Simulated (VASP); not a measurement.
Here is a VASP 6.6.1 calculation.

INCAR

```
SYSTEM = BeZn4O
  ALGO = Normal
  EDIFF = 1E-7
  ENCUT = 520
  GGA = PE
  ISIF = 2
  ISMEAR = 0
  LASPH = .TRUE.
  LCHARG = .FALSE.
  LREAL = .FALSE.
  LWAVE = .FALSE.
  NBANDS = 37
  NELM = 80
  PREC = Accurate
  SIGMA = 0.1
```

File KPOINTS:

```
k-points
0
G
  10 10 8
  0 0 0
```

File POSCAR:

```
BeZn4O
1.0
    3.8421688224      0.0000000000      0.0000000000
    0.0000000000      3.8421688224      0.0000000000
    0.0000000000      0.0000000000      5.5935713681
Be Zn O
1 4 1
Direct
    0.5000000000      0.5000000000      0.0000000000
    0.0000000000      0.5000000000      0.7248427105
    0.5000000000      0.0000000000      0.2751572895
    0.0000000000      0.5000000000      0.2751572895
    0.5000000000      0.0000000000      0.7248427105
    0.0000000000      0.0000000000      0.0000000000
```

Potentials or basis: VASP PAW PBE potentials, release 64 (Be, Zn, O).

Command:

```console
$ cat potpaw_PBE.64/Be/POTCAR potpaw_PBE.64/Zn/POTCAR potpaw_PBE.64/O/POTCAR > POTCAR
$ mpirun -np 1 vasp_std > vasp.out
```

Predict the pressure.

0.3 GPa.

Estimate the largest force.

0.006 eV/Å.

Forces on the atoms (eV/Å):
```
Be   0.000  0.000  0.000
Zn   0.000  0.000 -0.006
Zn   0.000  0.000  0.006
Zn   0.000  0.000  0.006
Zn   0.000  0.000 -0.006
O    0.000  0.000  0.000
```
